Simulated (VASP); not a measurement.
# Al2O (P4_2/mmc) in VASP: further runs

Al2O is run at these levels: PBE; tasks: single point, relaxation of cell and atoms.

Everything below comes from runs of VASP 6.6.1. Logs are shortened: lines on timing, memory, paths and dates and some standing lists are left out, and cuts for length are marked.

### Step 1. The cell of the first run

Symmetry: P4_2/mmc, No. 131, tetragonal system. The conventional cell has a = 3.412 Å, b = 3.412 Å, c = 9.326 Å, α = 90.00°, β = 90.00°, γ = 90.00°. Within 3.8 Å of Al (site symmetry -4m2) lie 8 Al at 2.89 to 3.41 Å and 8 O at 3.36 Å. Within 2.3 Å of Al (site symmetry mmm) lie 2 O at 1.71 Å. O (site symmetry mmm) has 2 Al at 1.71 Å within 2.3 Å.

### Step 2. Single point, PBE

Input file INCAR:

```
ALGO = Normal
EDIFF = 1E-6
ENCUT = 520
GGA = PE
ISIF = 2
ISMEAR = 0
LASPH = T
LCHARG = T
LELF = T
LREAL = F
LVHAR = T
LWAVE = F
NBANDS = 21
NELM = 80
PREC = Accurate
SIGMA = 0.1
```

Input file KPOINTS:

```
k-points
0
Gamma
  6 6 2
```

Input file POSCAR:

```
Al2O
1.0
    3.4122220129      0.0000000000      0.0000000000
    0.0000000000      3.4122220129      0.0000000000
    0.0000000000      0.0000000000      9.3260798448
Al O
4 2
Direct
    0.0000000000      0.0000000000      0.2500000000
    0.0000000000      0.0000000000      0.7500000000
    0.0000000000      0.5000000000      0.5000000000
    0.5000000000      0.0000000000      0.0000000000
    0.5000000000      0.5000000000      0.0000000000
    0.5000000000      0.5000000000      0.5000000000
```

Potentials or basis: VASP PAW PBE potentials, release 64 (Al, O).

On the command line:

```sh
> cat potpaw_PBE.64/Al/POTCAR potpaw_PBE.64/O/POTCAR > POTCAR
> mpirun -np 1 vasp_std > vasp.out
```

OUTCAR:

```text
EDIFF = 1E-6
   ENCUT = 520
   GGA = PE
   ISIF = 2
   ISMEAR = 0
   LASPH = T
   LREAL = F
   NELM = 80
   PREC = Accurate

 ion  position               nearest neighbor table
   1  0.000  0.000  0.250-   3 2.89   4 2.89   3 2.89   4 2.89
   2  0.000  0.000  0.750-   3 2.89   4 2.89   3 2.89   4 2.89
   3  0.000  0.500  0.500-   6 1.71   6 1.71   1 2.89   1 2.89   2 2.89   2 2.89
   4  0.500  0.000  0.000-   5 1.71   5 1.71   1 2.89   2 2.89   1 2.89   2 2.89
   5  0.500  0.500  0.000-   4 1.71   4 1.71
   6  0.500  0.500  0.500-   3 1.71   3 1.71

  LATTYP: Found a simple tetragonal cell.
 ALAT       =     3.4122220129
 C/A-ratio  =     2.7331398161

  Lattice vectors:

 A1 = (   3.4122220129,   0.0000000000,   0.0000000000)
 A2 = (   0.0000000000,   3.4122220129,   0.0000000000)
 A3 = (   0.0000000000,   0.0000000000,   9.3260798448)

Analysis of symmetry for initial positions (statically):
=====================================================================
 Subroutine PRICEL returns:
 Original cell was already a primitive cell.

 Routine SETGRP: Setting up the symmetry group for a
 simple tetragonal supercell.

 Subroutine GETGRP returns: Found 16 space group operations
 (whereof  8 operations were pure point group operations)
 out of a pool of 16 trial point group operations.

The static configuration has the point symmetry D_2h.
 The point group associated with its full space group is D_4h.

Analysis of symmetry for dynamics (positions and initial velocities):
=====================================================================
 Subroutine PRICEL returns:
 Original cell was already a primitive cell.

 Routine SETGRP: Setting up the symmetry group for a
 simple tetragonal supercell.

 Subroutine GETGRP returns: Found 16 space group operations
 (whereof  8 operations were pure point group operations)
 out of a pool of 16 trial point group operations.

The dynamic configuration has the point symmetry D_2h.
 The point group associated with its full space group is D_4h.

 Subroutine INISYM returns: Found 16 space group operations
 (whereof  8 operations are pure point group operations),
 and found     1 'primitive' translations

----------------------------------------------------------------------------------------

                                     Primitive cell

  volume of cell :     108.5860

  direct lattice vectors                    reciprocal lattice vectors
     3.412222013  0.000000000  0.000000000     0.293064166  0.000000000  0.000000000
     0.000000000  3.412222013  0.000000000     0.000000000  0.293064166  0.000000000
     0.000000000  0.000000000  9.326079845     0.000000000  0.000000000  0.107226189

  length of vectors
     3.412222013  3.412222013  9.326079845     0.293064166  0.293064166  0.107226189

  position of ions in fractional coordinates (direct lattice)
     0.000000000  0.000000000  0.250000000
     0.000000000  0.000000000  0.750000000
     0.000000000  0.500000000  0.500000000
     0.500000000  0.000000000  0.000000000
     0.500000000  0.500000000  0.000000000
     0.500000000  0.500000000  0.500000000

  ion indices of the primitive-cell ions
   primitive index   ion index
                 1           1
                 2           2
                 3           3
                 4           4
                 5           5
                 6           6

----------------------------------------------------------------------------------------

 KPOINTS: k-points

Automatic generation of k-mesh.
 Grid dimensions read from file:
 generate k-points for:    6    6    2

 Generating k-lattice:

  Cartesian coordinates                     Fractional coordinates (reciprocal lattice)
     0.048844028  0.000000000  0.000000000     0.166666667  0.000000000  0.000000000
     0.000000000  0.048844028  0.000000000     0.000000000  0.166666667  0.000000000
     0.000000000  0.000000000  0.053613094     0.000000000  0.000000000  0.500000000

  Length of vectors
     0.048844028  0.048844028  0.053613094

  Shift w.r.t. Gamma in fractional coordinates (k-lattice)
     0.000000000  0.000000000  0.000000000

 Subroutine IBZKPT returns following result:
 ===========================================

 Found     20 irreducible k-points:

 Following reciprocal coordinates:
            Coordinates               Weight
  0.000000  0.000000  0.000000      1.000000
  0.166667  0.000000  0.000000      4.000000
  0.333333  0.000000  0.000000      4.000000
  0.500000  0.000000  0.000000      2.000000
  0.166667  0.166667  0.000000      4.000000
  0.333333  0.166667  0.000000      8.000000
[... 12 lines left out ...]
  0.500000  0.333333  0.500000      4.000000
  0.500000  0.500000  0.500000      1.000000
   k-points           NKPTS =     20   k-points in BZ     NKDIM =     20   number of bands    NBANDS=     21
   number of dos      NEDOS =    301   number of ions     NIONS =      6
   total plane-waves  NPLWV =  54880
   dimension x,y,z NGX =    28 NGY =   28 NGZ =   70
   dimension x,y,z NGXF=    56 NGYF=   56 NGZF=  140
   ions per type =               4   2
   NGX,Y,Z   is equivalent  to a cutoff of  13.64, 13.64, 12.48 a.u.
   NGXF,Y,Z  is equivalent  to a cutoff of  27.28, 27.28, 24.96 a.u.
 SYSTEM =  unknown system
   PREC   = accura    normal or accurate (medium, high low for compatibility)
   ISTART =      0    job   : 0-new  1-cont  2-samecut
   ICHARG =      2    charge: 1-file 2-atom 10-const
   ISPIN  =      1    spin polarized calculation?
   LNONCOLLINEAR =      F non collinear calculations
   LSORBIT =      F    spin-orbit coupling
   LASPH  =      T    aspherical Exc in radial PAW
   ENCUT  =  520.0 eV  38.22 Ry    6.18 a.u.   6.34  6.34 17.34*2*pi/ulx,y,z
   NELM   =     80;   NELMIN=  2; NELMDL= -5     # of ELM steps
   EDIFF  = 0.1E-05   stopping-criterion for ELM
   LREAL  =      F    real-space projection
   EDIFFG = 0.1E-04   stopping-criterion for IOM
   NSW    =      0    number of steps for IOM
   IBRION =     -1    ionic relax: 0-MD 1-quasi-New 2-CG
   NFREE  =      0    steps in history (QN), initial steepest desc. (CG)
   ISIF   =      2    stress and relaxation
   ISYM   =      2    0-nonsym 1-usesym 2-fastsym
   POTIM  = 0.5000    time-step for ionic-motion
   TEBEG  =    0.0;   TEEND  =   0.0 temperature during run
   PSTRESS=    0.0 pullay stress
   NELECT =      24.0000    total number of electrons
   NUPDOWN=      -1.0000    fix difference up-down
   EMIN   =  10.00;   EMAX   =-10.00  energy-range for DOS
   EFERMI =   0.00;   METHOD = LEGACY
   ISMEAR =     0;   SIGMA  =   0.10  broadening in eV -4-tet -1-fermi 0-gaus
   EFERMI_NEDOS =   21; number of points for ismear=-14 and -15
   IALGO  =     38    algorithm
   IMIX   =      4    mixing-type and parameters
     AMIX     =   0.40;   BMIX     =  1.00
     AMIX_MAG =   1.60;   BMIX_MAG =  1.00
  volume/ion in A,a.u.               =      18.10       122.13
  Fermi-wavevector in a.u.,A,eV,Ry     =   0.989815  1.870479 13.330086  0.979734
  Thomas-Fermi vector in A             =   2.121441
   LORBIT       =      0    0 simple, 1 ext, 2 COOP (PROOUT), +10 PAW based schemes
   GGA     = PE    functional components
   LHFCALC =     F    Hartree Fock is set to
   AEXX    =    0.0000 exact exchange contribution
   IVDW    =     0    specifies the selected vdW correction
   LEPSILON=     F    determine dielectric tensor
   LRPA    =     F    only Hartree local field effects (RPA)
 non-spin polarized calculation
 Gauss-broadening in eV      SIGMA  =   0.10
  energy-cutoff  :      520.00
  volume of cell :      108.59
 maximum number of plane-waves:      2953
 NGX is ok and might be reduce to    28
   NGX = 13   NGY = 13   NGZ = 35

 number of electron      23.9999985 magnetization

 Free energy of the ion-electron system (eV)
  ---------------------------------------------------
  ext. energy  EPLUGINS =         0.00000000
  ---------------------------------------------------
  free energy    TOTEN  =       -29.01093824 eV

  energy without entropy =      -28.99815217  energy(sigma->0) =      -29.00454520

 E-fermi :   4.2253     XC(G=0):  -9.0464

 val. band max:        4.2160791381   @ k =   0.5000   0.1667   0.5000
 cond. band min:       4.2358579924   @ k =   0.5000   0.0000   0.5000
 fundamental gap:      0.0197788544
 Fermi energy:         4.2252624258

 k-point     1 :       0.0000    0.0000    0.0000
  band No.  band energies     occupation
      1     -14.9138      2.00000
      2     -14.8971      2.00000
      3      -2.9127      2.00000
      4      -2.4147      2.00000
      5      -1.6823      2.00000
      6      -1.6823      2.00000
[... 13 lines left out ...]
     20      11.1446      0.00000
     21      11.6869      0.00000

 k-point     2 :       0.1667    0.0000    0.0000
  band No.  band energies     occupation
      1     -14.8723      2.00000
      2     -14.8196      2.00000
      3      -2.8681      2.00000
      4      -2.6023      2.00000
      5      -1.6633      2.00000
      6      -1.6475      2.00000
[... 13 lines left out ...]
     20      11.1633      0.00000
     21      12.0031      0.00000

 k-point     3 :       0.3333    0.0000    0.0000
  band No.  band energies     occupation
      1     -14.8013      2.00000
      2     -14.6418      2.00000
      3      -3.7330      2.00000
      4      -1.7009      2.00000
      5      -1.5837      2.00000
      6      -1.5765      2.00000
[... 13 lines left out ...]
     20      12.1117      0.00000
     21      12.2091      0.00000

 k-point     4 :       0.5000    0.0000    0.0000
  band No.  band energies     occupation
      1     -14.7655      2.00000
      2     -14.5477      2.00000
      3      -4.1186      2.00000
      4      -1.6534      2.00000
      5      -1.5402      2.00000
      6      -0.5287      2.00000
[... 13 lines left out ...]
     20      11.5228      0.00000
     21      12.0344      0.00000

 k-point     5 :       0.1667    0.1667    0.0000
  band No.  band energies     occupation
      1     -14.7947      2.00000
      2     -14.7814      2.00000
      3      -2.8689      2.00000
      4      -2.3845      2.00000
      5      -2.2957      2.00000
      6      -1.1516      2.00000
[... 13 lines left out ...]
     20      10.7304      0.00000
     21      12.4416      0.00000

 k-point     6 :       0.3333    0.1667    0.0000
  band No.  band energies     occupation
      1     -14.7219      2.00000
      2     -14.6133      2.00000
      3      -3.5658      2.00000
      4      -2.2846      2.00000
      5      -1.4108      2.00000
      6      -1.1450      2.00000
[... 13 lines left out ...]
     20      10.6868      0.00000
     21      12.5742      0.00000

 k-point     7 :       0.5000    0.1667    0.0000
  band No.  band energies     occupation
      1     -14.6881      2.00000
      2     -14.5215      2.00000
      3      -3.9413      2.00000
      4      -2.0670      2.00000
      5      -1.4037      2.00000
      6      -0.3307      2.00000
[... 13 lines left out ...]
     20      10.9783      0.00000
     21      11.8294      0.00000
[... 195 lines left out ...]
      1     -14.7218      2.00000
      2     -14.6135      2.00000
      3      -3.5568      2.00000
      4      -2.3385      2.00000
      5      -1.3868      2.00000
      6      -0.9660      2.00000
[... 13 lines left out ...]
     20      10.1425      0.00000
     21      10.9373      0.00000

 k-point    17 :       0.5000    0.1667    0.5000
  band No.  band energies     occupation
      1     -14.6880      2.00000
      2     -14.5216      2.00000
      3      -3.9346      2.00000
      4      -2.0680      2.00000
      5      -1.5011      2.00000
      6      -0.1902      2.00000
[... 13 lines left out ...]
     20      10.4432      0.00000
     21      11.3061      0.00000

 k-point    18 :       0.3333    0.3333    0.5000
  band No.  band energies     occupation
      1     -14.5556      2.00000
      2     -14.5556      2.00000
      3      -3.1629      2.00000
      4      -3.1629      2.00000
      5      -0.6150      2.00000
      6      -0.6150      2.00000
[... 13 lines left out ...]
     20       9.3528      0.00000
     21      10.6635      0.00000

 k-point    19 :       0.5000    0.3333    0.5000
  band No.  band energies     occupation
      1     -14.5261      2.00000
      2     -14.4684      2.00000
      3      -3.5320      2.00000
      4      -2.9220      2.00000
      5      -0.7457      2.00000
      6       0.1245      2.00000
[... 13 lines left out ...]
     20       9.5142      0.00000
     21       9.7605      0.00000

 k-point    20 :       0.5000    0.5000    0.5000
  band No.  band energies     occupation
      1     -14.4414      2.00000
      2     -14.4414      2.00000
      3      -3.2946      2.00000
      4      -3.2946      2.00000
      5      -0.0669      2.00000
      6      -0.0669      2.00000
[... 13 lines left out ...]
     20       8.8449      0.00000
     21       9.2739      0.00000

------------------------ aborting loop because EDIFF is reached ----------------------------------------

  FORCE on cell =-STRESS in cart. coord.  units (eV):
  Direction    XX          YY          ZZ          XY          YZ          ZX
  --------------------------------------------------------------------------------------
  -------------------------------------------------------------------------------------
  Total        0.2334123      0.2334123     -0.1434343      0.0000000      0.0000000      0.0000000
  in kB        3.4439795      3.4439795     -2.1163623      0.0000000      0.0000000      0.0000000
  external PRESSURE =       1.5905322 kB  Pullay stress =       0.0000000 kB

 VOLUME and BASIS-vectors are now :
 -----------------------------------------------------------------------------
  energy-cutoff  :      520.00
  volume of cell :      108.59
      direct lattice vectors                 reciprocal lattice vectors
     3.412222013  0.000000000  0.000000000     0.293064166  0.000000000  0.000000000
     0.000000000  3.412222013  0.000000000     0.000000000  0.293064166  0.000000000
     0.000000000  0.000000000  9.326079845     0.000000000  0.000000000  0.107226189

 POSITION                                       TOTAL-FORCE (eV/Angst)
 -----------------------------------------------------------------------------------
      0.00000      0.00000      2.33152        -0.000000     -0.000000      0.000000
      0.00000      0.00000      6.99456         0.000000      0.000000     -0.000000
      0.00000      1.70611      4.66304         0.000000     -0.000000     -0.000000
      1.70611      0.00000      0.00000         0.000000     -0.000000     -0.000000
      1.70611      1.70611      0.00000         0.000000     -0.000000     -0.000000
      1.70611      1.70611      4.66304         0.000000     -0.000000     -0.000000
 -----------------------------------------------------------------------------------
    total drift:                                0.000000      0.000000      0.000000

  FREE ENERGIE OF THE ION-ELECTRON SYSTEM (eV)
  ---------------------------------------------------
  free  energy   TOTEN  =       -29.0109382365 eV

  energy  without entropy=      -28.9981521685  energy(sigma->0) =      -29.00454520
```

It took 45 s on 1 thread of Intel Xeon Platinum 8559C (Emerald Rapids), shared host; peak memory 0.22 GiB.

Results:

* Free energy: -29.0109 eV
* Pressure: 0.2 GPa
* Band gap on the k mesh: zero (band 12 reaches 5.12 eV, above the bottom of band 13 at 3.43 eV)

(Continued in part 2 of 2.)
